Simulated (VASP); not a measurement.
# Pb (Im-3m) in VASP: single point with PBE

Aim: the single point of Pb with PBE.

All numbers are computed with VASP 6.6.1; they aren't measurements. Logs are shortened: lines on timing, memory, paths and dates and some standing lists are left out, and cuts for length are marked.

## Step 1: The cell of the first run

It takes space group Im-3m (No. 229, cubic). The conventional cell has a = 3.998 Å, b = 3.998 Å, c = 3.998 Å, α = 90.00°, β = 90.00°, γ = 90.00°. Pb (site symmetry m-3m) has 14 Pb at 3.46 to 4.00 Å within 4.6 Å.

## Step 2: Single point, PBE

Input file INCAR:

```
PREC = Accurate
ENCUT = 500
EDIFF = 1E-6
ISMEAR = 0
SIGMA = 0.05
LREAL = False
LASPH = True
NELM = 120
ALGO = Normal
ISIF = 2
LWAVE = False
LCHARG = False
GGA = PE
NBANDS = 13
GGA_COMPAT = False
```

Input file KPOINTS:

```
Automatic mesh
0
Gamma
  8 8 8
```

Input file POSCAR:

```
Pb
1.0
   -1.9988189638      1.9988189638      1.9988189638
    1.9988189638     -1.9988189638      1.9988189638
    1.9988189638      1.9988189638     -1.9988189638
Pb
1
Direct
    0.0000000000      0.0000000000      0.0000000000
```

Potentials or basis: VASP PAW PBE potentials, release 64 (Pb_d).

The run is started by

```console
> cat potpaw_PBE.64/Pb_d/POTCAR > POTCAR
> mpirun -np 1 vasp_std > vasp.out
```

OUTCAR:

```text
PREC = Accurate
   ENCUT = 500
   EDIFF = 1E-6
   ISMEAR = 0
   LREAL = False
   LASPH = True
   NELM = 120
   ISIF = 2
   GGA = PE

 ion  position               nearest neighbor table
   1  0.000  0.000  0.000-

  LATTYP: Found a body centered cubic cell.
 ALAT       =     3.9976379276

  Lattice vectors:

 A1 = (  -1.9988189638,   1.9988189638,   1.9988189638)
 A2 = (   1.9988189638,  -1.9988189638,   1.9988189638)
 A3 = (   1.9988189638,   1.9988189638,  -1.9988189638)

Analysis of symmetry for initial positions (statically):
=====================================================================
 Subroutine PRICEL returns:
 Original cell was already a primitive cell.

 Routine SETGRP: Setting up the symmetry group for a
 body centered cubic supercell.

 Subroutine GETGRP returns: Found 48 space group operations
 (whereof 48 operations were pure point group operations)
 out of a pool of 48 trial point group operations.

The static configuration has the point symmetry O_h .

Analysis of symmetry for dynamics (positions and initial velocities):
=====================================================================
 Subroutine PRICEL returns:
 Original cell was already a primitive cell.

 Routine SETGRP: Setting up the symmetry group for a
 body centered cubic supercell.

 Subroutine GETGRP returns: Found 48 space group operations
 (whereof 48 operations were pure point group operations)
 out of a pool of 48 trial point group operations.

The dynamic configuration has the point symmetry O_h .

 Subroutine INISYM returns: Found 48 space group operations
 (whereof 48 operations are pure point group operations),
 and found     1 'primitive' translations

----------------------------------------------------------------------------------------

                                     Primitive cell

  volume of cell :      31.9433

  direct lattice vectors                    reciprocal lattice vectors
    -1.998818964  1.998818964  1.998818964     0.000000000  0.250147717  0.250147717
     1.998818964 -1.998818964  1.998818964     0.250147717  0.000000000  0.250147717
     1.998818964  1.998818964 -1.998818964     0.250147717  0.250147717  0.000000000

  length of vectors
     3.462056000  3.462056000  3.462056000     0.353762294  0.353762294  0.353762294

  position of ions in fractional coordinates (direct lattice)
     0.000000000  0.000000000  0.000000000

  ion indices of the primitive-cell ions
   primitive index   ion index
                 1           1

----------------------------------------------------------------------------------------

 KPOINTS: Automatic mesh

Automatic generation of k-mesh.
 Grid dimensions read from file:
 generate k-points for:    8    8    8

 Generating k-lattice:

  Cartesian coordinates                     Fractional coordinates (reciprocal lattice)
     0.000000000  0.031268465  0.031268465     0.125000000  0.000000000  0.000000000
     0.031268465  0.000000000  0.031268465     0.000000000  0.125000000  0.000000000
     0.031268465  0.031268465  0.000000000     0.000000000  0.000000000  0.125000000

  Length of vectors
     0.044220287  0.044220287  0.044220287

  Shift w.r.t. Gamma in fractional coordinates (k-lattice)
     0.000000000  0.000000000  0.000000000

 Subroutine IBZKPT returns following result:
 ===========================================

 Found     29 irreducible k-points:

 Following reciprocal coordinates:
            Coordinates               Weight
  0.000000  0.000000  0.000000      1.000000
  0.125000  0.000000  0.000000     12.000000
  0.250000  0.000000  0.000000     12.000000
  0.375000  0.000000  0.000000     12.000000
  0.500000  0.000000  0.000000      6.000000
  0.125000  0.125000  0.000000     24.000000
[... 16 lines left out ...]
 -0.250000  0.250000  0.250000      6.000000
 -0.375000  0.375000  0.250000     24.000000
 [... further k-points ...]
   k-points           NKPTS =     29   k-points in BZ     NKDIM =     29   number of bands    NBANDS=     13
   number of dos      NEDOS =    301   number of ions     NIONS =      1
   total plane-waves  NPLWV =  21952
   dimension x,y,z NGX =    28 NGY =   28 NGZ =   28
   dimension x,y,z NGXF=    56 NGYF=   56 NGZF=   56
   ions per type =               1
   NGX,Y,Z   is equivalent  to a cutoff of  13.45, 13.45, 13.45 a.u.
   NGXF,Y,Z  is equivalent  to a cutoff of  26.89, 26.89, 26.89 a.u.
 SYSTEM =  unknown system
   PREC   = accura    normal or accurate (medium, high low for compatibility)
   ISTART =      0    job   : 0-new  1-cont  2-samecut
   ICHARG =      2    charge: 1-file 2-atom 10-const
   ISPIN  =      1    spin polarized calculation?
   LNONCOLLINEAR =      F non collinear calculations
   LSORBIT =      F    spin-orbit coupling
   LASPH  =      T    aspherical Exc in radial PAW
   ENCUT  =  500.0 eV  36.75 Ry    6.06 a.u.   6.31  6.31  6.31*2*pi/ulx,y,z
   NELM   =    120;   NELMIN=  2; NELMDL= -5     # of ELM steps
   EDIFF  = 0.1E-05   stopping-criterion for ELM
   LREAL  =      F    real-space projection
   EDIFFG = 0.1E-04   stopping-criterion for IOM
   NSW    =      0    number of steps for IOM
   IBRION =     -1    ionic relax: 0-MD 1-quasi-New 2-CG
   NFREE  =      0    steps in history (QN), initial steepest desc. (CG)
   ISIF   =      2    stress and relaxation
   ISYM   =      2    0-nonsym 1-usesym 2-fastsym
   POTIM  = 0.5000    time-step for ionic-motion
   TEBEG  =    0.0;   TEEND  =   0.0 temperature during run
   PSTRESS=    0.0 pullay stress
   NELECT =      14.0000    total number of electrons
   NUPDOWN=      -1.0000    fix difference up-down
   EMIN   =  10.00;   EMAX   =-10.00  energy-range for DOS
   EFERMI =   0.00;   METHOD = LEGACY
   ISMEAR =     0;   SIGMA  =   0.05  broadening in eV -4-tet -1-fermi 0-gaus
   EFERMI_NEDOS =   21; number of points for ismear=-14 and -15
   IALGO  =     38    algorithm
   IMIX   =      4    mixing-type and parameters
     AMIX     =   0.40;   BMIX     =  1.00
     AMIX_MAG =   1.60;   BMIX_MAG =  1.00
  volume/ion in A,a.u.               =      31.94       215.56
  Fermi-wavevector in a.u.,A,eV,Ry     =   1.243533  2.349937 21.039707  1.546375
  Thomas-Fermi vector in A             =   2.377840
   LORBIT       =      0    0 simple, 1 ext, 2 COOP (PROOUT), +10 PAW based schemes
   GGA     = PE    functional components
   LHFCALC =     F    Hartree Fock is set to
   AEXX    =    0.0000 exact exchange contribution
   IVDW    =     0    specifies the selected vdW correction
   LEPSILON=     F    determine dielectric tensor
   LRPA    =     F    only Hartree local field effects (RPA)
 non-spin polarized calculation
 Gauss-broadening in eV      SIGMA  =   0.05
  energy-cutoff  :      500.00
  volume of cell :       31.94
 maximum number of plane-waves:       856
 NGX is ok and might be reduce to    28
   NGX = 13   NGY = 13   NGZ = 13

 number of electron      13.9999997 magnetization

 Free energy of the ion-electron system (eV)
  ---------------------------------------------------
  ext. energy  EPLUGINS =         0.00000000
  ---------------------------------------------------
  free energy    TOTEN  =        -3.54552134 eV

  energy without entropy =       -3.54483862  energy(sigma->0) =       -3.54517998

 E-fermi :   6.7731     XC(G=0):  -9.9401

 val. band max:        6.7663398791   @ k =   0.5000   0.5000   0.3750
 cond. band min:       6.8533587848   @ k =   0.1250   0.1250   0.1250
 fundamental gap:      0.0870189057
 Fermi energy:         6.7730812109

 k-point     1 :       0.0000    0.0000    0.0000
  band No.  band energies     occupation
      1     -10.3760      2.00000
      2     -10.3760      2.00000
      3     -10.3760      2.00000
      4     -10.1689      2.00000
      5     -10.1689      2.00000
      6      -4.7024      2.00000
      7      13.9036      0.00000
      8      13.9036      0.00000
      9      13.9036      0.00000
     10      17.7438      0.00000
     11      17.7438      0.00000
     12      17.7438      0.00000
     13      17.8019      0.00000

 k-point     2 :       0.1250    0.0000    0.0000
  band No.  band energies     occupation
      1     -10.3865      2.00000
      2     -10.3631      2.00000
      3     -10.3289      2.00000
      4     -10.1802      2.00000
      5     -10.1701      2.00000
      6      -4.4016      2.00000
      7      11.3670      0.00000
      8      13.0205      0.00000
      9      13.5370      0.00000
     10      16.2461      0.00000
     11      17.0174      0.00000
     12      17.5642      0.00000
     13      19.2358      0.00000

 k-point     3 :       0.2500    0.0000    0.0000
  band No.  band energies     occupation
      1     -10.4118      2.00000
      2     -10.3467      2.00000
      3     -10.2128      2.00000
      4     -10.1968      2.00000
      5     -10.1726      2.00000
      6      -3.5097      2.00000
      7       7.6942      0.00000
      8      11.5288      0.00000
      9      12.6927      0.00000
     10      14.9371      0.00000
     11      16.1496      0.00000
     12      18.1119      0.00000
     13      20.0198      0.00000

 k-point     4 :       0.3750    0.0000    0.0000
  band No.  band energies     occupation
      1     -10.4371      2.00000
      2     -10.3580      2.00000
      3     -10.1905      2.00000
      4     -10.1749      2.00000
      5     -10.0931      2.00000
      6      -2.1429      2.00000
      7       4.5179      2.00000
      8      10.4169      0.00000
      9      11.9705      0.00000
     10      14.2173      0.00000
     11      15.6147      0.00000
     12      19.3666      0.00000
     13      20.7024      0.00000

 k-point     5 :       0.5000    0.0000    0.0000
  band No.  band energies     occupation
      1     -10.4475      2.00000
      2     -10.3697      2.00000
      3     -10.1821      2.00000
      4     -10.1758      2.00000
      5     -10.0425      2.00000
      6      -1.1483      2.00000
      7       2.9058      2.00000
      8      10.0163      0.00000
      9      11.7028      0.00000
     10      13.9897      0.00000
     11      15.4373      0.00000
     12      20.2677      0.00000
     13      21.1322      0.00000
[... 257 lines left out ...]
 k-point    22 :       0.2500    0.2500    0.2500
  band No.  band energies     occupation
      1     -10.2833      2.00000
      2     -10.2833      2.00000
      3     -10.2833      2.00000
      4     -10.1742      2.00000
      5     -10.1742      2.00000
      6      -0.5013      2.00000
      7       5.7589      2.00000
      8       5.7589      2.00000
      9       5.7589      2.00000
     10      23.0109      0.00000
     11      23.0109      0.00000
     12      23.0109      0.00000
     13      24.4666      0.00000

 k-point    23 :      -0.2500    0.2500    0.2500
  band No.  band energies     occupation
      1     -10.2912      2.00000
      2     -10.2535      2.00000
      3     -10.2535      2.00000
      4     -10.2249      2.00000
      5     -10.2212      2.00000
      6      -2.3653      2.00000
      7       7.6672      0.00000
      8       9.2006      0.00000
      9       9.2007      0.00000
     10      13.0129      0.00000
     11      19.6801      0.00000
     12      19.6801      0.00000
     13      20.0379      0.00000

 k-point    24 :      -0.3750    0.3750    0.2500
  band No.  band energies     occupation
      1     -10.3343      2.00000
      2     -10.2754      2.00000
      3     -10.2585      2.00000
      4     -10.1938      2.00000
      5     -10.1114      2.00000
      6      -1.0955      2.00000
      7       5.5574      2.00000
      8       8.1642      0.00000
      9       8.8130      0.00000
     10      13.0357      0.00000
     11      17.1563      0.00000
     12      19.4067      0.00000
     13      19.4821      0.00000

 [... further k-points ...]

------------------------ aborting loop because EDIFF is reached ----------------------------------------

  FORCE on cell =-STRESS in cart. coord.  units (eV):
  Direction    XX          YY          ZZ          XY          YZ          ZX
  --------------------------------------------------------------------------------------
  -------------------------------------------------------------------------------------
  Total       -0.0121532     -0.0121532     -0.0121532      0.0000000      0.0000000      0.0000000
  in kB       -0.6095673     -0.6095673     -0.6095673      0.0000000      0.0000000      0.0000000
  external PRESSURE =      -0.6095673 kB  Pullay stress =       0.0000000 kB

 VOLUME and BASIS-vectors are now :
 -----------------------------------------------------------------------------
  energy-cutoff  :      500.00
  volume of cell :       31.94
      direct lattice vectors                 reciprocal lattice vectors
    -1.998818964  1.998818964  1.998818964     0.000000000  0.250147717  0.250147717
     1.998818964 -1.998818964  1.998818964     0.250147717  0.000000000  0.250147717
     1.998818964  1.998818964 -1.998818964     0.250147717  0.250147717  0.000000000

 POSITION                                       TOTAL-FORCE (eV/Angst)
 -----------------------------------------------------------------------------------
      0.00000      0.00000      0.00000         0.000000     -0.000000     -0.000000
 -----------------------------------------------------------------------------------
    total drift:                               -0.000000     -0.000000     -0.000000

  FREE ENERGIE OF THE ION-ELECTRON SYSTEM (eV)
  ---------------------------------------------------
  free  energy   TOTEN  =        -3.5455213389 eV

  energy  without entropy=       -3.5448386157  energy(sigma->0) =       -3.54517998
```

Run time: 18 s. Hardware: 1 thread of Intel Xeon 8259CL, shared host; peak memory 0.15 GiB.

Results:

```yaml
Free_energy: -3.5455 eV
Pressure: -0.1 GPa
Band_gap_on_the_k_mesh: zero (band 7 reaches 13.90 eV, above the bottom of band 8 at 4.93 eV)
```

Caveat: spin-orbit coupling is left out, which moves the levels of the heavy elements.
